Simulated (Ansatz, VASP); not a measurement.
## SrO: VASP beside Ansatz

The input INCAR:

```
SYSTEM = SrO
ALGO = Normal
EDIFF = 1E-6
ENCUT = 520
GGA = PE
ISIF = 2
ISMEAR = 0
LASPH = .TRUE.
LCHARG = .FALSE.
LREAL = .FALSE.
LWAVE = .FALSE.
NBANDS = 24
NELM = 80
PREC = Accurate
SIGMA = 0.05
```

File KPOINTS:

```
k-points
0
G
  9 9 4
  0 0 0
```

Contents of POSCAR:

```
SrO
1.0
    3.5769478779      0.0000000000      0.0000000000
   -1.7884739390      3.0977277303      0.0000000000
    0.0000000000      0.0000000000      6.2426216355
Sr O
2 2
Direct
    0.3333333333      0.6666666667      0.2534631737
    0.6666666667      0.3333333333      0.7534631737
    0.0000000000      0.0000000000     -0.0189663906
    0.0000000000      0.0000000000      0.4810336094
```

Input for Ansatz:

```yaml
crystal:
  lattice:
    - [3.5769478779, 0.0, 0.0]
    - [-1.788473939, 3.0977277303, 0.0]
    - [0.0, 0.0, 6.2426216355]
  atoms:
    - { symbol: Sr, position: [0.3333333333, 0.6666666667, 0.2534631737] }
    - { symbol: Sr, position: [0.6666666667, 0.3333333333, 0.7534631737] }
    - { symbol: O, position: [0.0, 0.0, -0.0189663906] }
    - { symbol: O, position: [0.0, 0.0, 0.4810336094] }
basis:
  ecutwfc: 520.0
kpoints:
  mp_grid: { grid: [9, 9, 4] }
hamiltonian:
  xc: pbe
scf:
  occupations: { method: gaussian, width: 0.05 }
output:
  forces: true
  stress: true
  eigenvalues: true
  write_density: true
  write_potential: true
  elf: true
  volumetric_format: npy
```

Change from the starting cell: mode 8 frozen in at -0.118 Å, equal normal strain along x, y and z +0.0000.

Alike in both runs: task single point; functional PBE; k mesh 9 × 9 × 4; occupations gaussian, width 0.05 eV; no spin polarisation.

```csv
,VASP,Ansatz
version,VASP 6.6.1,Ansatz 0.2.0
potentials or method,"VASP PAW PBE potentials, release 64 (Sr_sv, O), cutoff 520 eV","scalar-relativistic, plane waves, PAW"
valence electrons in the cell,32,32
```

|  | VASP | Ansatz | Ansatz less VASP |
| --- | --- | --- | --- |
| gap on the k mesh at the Fermi level (eV) | 3.05 | 3.06 | +0.003 |
| least direct gap on the mesh (eV) | 3.05 | 3.06 | +0.003 |
| pressure (GPa) | 1.1 | 0.6 | -0.53 |
| rms of the force components (eV/Å) | 0.176 | 0.164 | -0.0115 |

Atom by atom the forces differ by 0.011 eV/Å (rms over components). The functional is the same, so the differences come from potentials, cutoffs and numerics.
